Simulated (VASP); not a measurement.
Write the native input for VASP 6.6.1 that does the following.

```
Task                   : single point
Functional             : PBEsol
Potentials or basis    : VASP PAW PBE potentials, release 64 (Rh_pv)
Cutoff                 : 520 eV
k mesh                 : 20 × 20 × 20
Occupations            : gaussian, width 0.1 eV
Spin                   : no spin polarisation
Dipole correction      : no
Further INCAR settings : ALGO = Fast; EDIFF = 1e-06; NBANDS = 14
```

The structure of Rh lies in POSCAR:

```
Rh
1.0
   -1.5143024795      1.5143024795      1.5143024795
    1.5143024795     -1.5143024795      1.5143024795
    1.5143024795      1.5143024795     -1.5143024795
Rh
1
Direct
    0.0000000000      0.0000000000      0.0000000000
```

One way to write it, as run:

INCAR

```
  PREC = Accurate
  ENCUT = 520
  EDIFF = 1E-6
  ISMEAR = 0
  SIGMA = 0.1
  LREAL = F
  LASPH = T
  NELM = 60
  ALGO = Fast
  ISIF = 2
  LWAVE = F
  LCHARG = F
  GGA = PS
  NBANDS = 14
```

KPOINTS

```
regular mesh
0
Gamma
  20 20 20
```

Potentials or basis: VASP PAW PBE potentials, release 64 (Rh_pv).

The run is started by

```sh
$ cat potpaw_PBE.64/Rh_pv/POTCAR > POTCAR
$ mpirun -np 1 vasp_std > vasp.out
```

Results of the run:

| Quantity | Value |
| --- | --- |
| Pressure | 0.0 GPa |

Caveat: the PAW data sets were made with another functional, which shifts forces and pressure a little.

Wall time 64 s on 1 thread of Intel Xeon 6975P-C, on a shared host, peak memory 0.16 GiB.
